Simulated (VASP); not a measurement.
Set up this calculation in VASP 6.6.1, as the native input.

* Task: single point
* Functional: RPBE
* Dispersion: D4
* Potentials or basis: VASP PAW PBE potentials, release 64 (Ta_pv)
* Cutoff: 520 eV
* k mesh: 11 × 11 × 5
* Occupations: fermi-dirac, width 0.05 eV
* Spin: no spin polarisation
* Dipole correction: no
* Further INCAR settings: ALGO = Fast; EDIFF = 1e-06; NBANDS = 18

The structure of Ta lies in POSCAR:

```
Ta
1.0
    2.8889329022      0.0000000000      0.0000000000
   -1.4444664511      2.5018892831      0.0000000000
    0.0000000000      0.0000000000      5.1528252549
Ta
2
Direct
    0.3333333333      0.6666666667      0.2500000000
    0.6666666667      0.3333333333      0.7500000000
```

One way to write it, as run:

INCAR

```
SYSTEM = Ta
PREC = Accurate
ENCUT = 520
EDIFF = 1E-6
ISMEAR = -1
SIGMA = 0.05
LREAL = .FALSE.
LASPH = .TRUE.
NELM = 60
ALGO = Fast
ISIF = 2
LWAVE = .FALSE.
LCHARG = .TRUE.
GGA = RP
IVDW = 13
LELF = .TRUE.
LVHAR = .TRUE.
NBANDS = 18
```

KPOINTS

```
regular mesh
0
G
  11 11 5
  0 0 0
```

Potentials or basis: VASP PAW PBE potentials, release 64 (Ta_pv).

Launch:

```sh
$ cat potpaw_PBE.64/Ta_pv/POTCAR > POTCAR
$ mpirun -np 1 vasp_std > vasp.out
```

Results of the run:

| Item | Value |
| --- | --- |
| Pressure | 0.0 GPa |
| Band gap on the k mesh | zero (band 11 reaches 6.67 eV, above the bottom of band 12 at 5.20 eV) |
| Dispersion energy per atom | -0.503 eV |

Caveat: the PAW data sets were made with another functional, which shifts forces and pressure a little; spin-orbit coupling is left out, which moves the levels of the heavy elements; pairwise dispersion overbinds metals, which lowers pressure and volume.

It took 13 s on 1 thread of Intel(R) Xeon(R) 6975P-C (Granite Rapids), on a shared host, peak memory 0.17 GiB.
